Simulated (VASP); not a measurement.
Here is a VASP 6.6.1 calculation.

File INCAR:

```
SYSTEM = SiC
  PREC = Accurate
  ENCUT = 520
  EDIFF = 1E-7
  ISMEAR = 0
  SIGMA = 0.05
  LREAL = .FALSE.
  LASPH = .TRUE.
  NELM = 60
  ALGO = Normal
  ISIF = 2
  LWAVE = .FALSE.
  LCHARG = .FALSE.
  GGA = CA
  NBANDS = 11
```

KPOINTS

```
regular mesh
0
G
  14 14 14
  0 0 0
```

POSCAR

```
SiC
1.0
    0.0000000000      2.1740000000      2.1740000000
    2.1740000000      0.0000000000      2.1740000000
    2.1740000000      2.1740000000      0.0000000000
Si C
1 1
Direct
    0.0000000000      0.0000000000      0.0000000000
    0.7500000000      0.7500000000      0.7500000000
```

Potentials or basis: VASP PAW LDA potentials, release 64 (Si, C).

Run with:

```sh
$ cat potpaw_LDA.64/Si/POTCAR potpaw_LDA.64/C/POTCAR > POTCAR
$ mpirun -np 1 vasp_std > vasp.out
```

Problem. Predict the band gap on the k mesh.

Solution. 1.30 eV, indirect (least direct gap 4.51 eV).

Problem. Estimate the pressure.

Solution. -2.5 GPa.

**The experiment to reproduce.**

From “Insight into the structural, elastic and electronic properties of a new orthorhombic 6O-SiC polytype”, 2020, pmc:7200658, for a bulk crystal of SiC: band gap 2.4 eV (indirect).

Against the measured gap of SiC, 2.4 eV (indirect; quoted in “Insight into the structural, elastic and electronic properties of a new orthorhombic 6O-SiC polytype”, 2020, pmc:7200658), the calculated 1.30 eV is off by -1.10 eV. The value is that of LDA on a finite k mesh, which can miss the band edges, without temperature or zero-point motion. Semilocal functionals fall short of measured gaps as a rule.
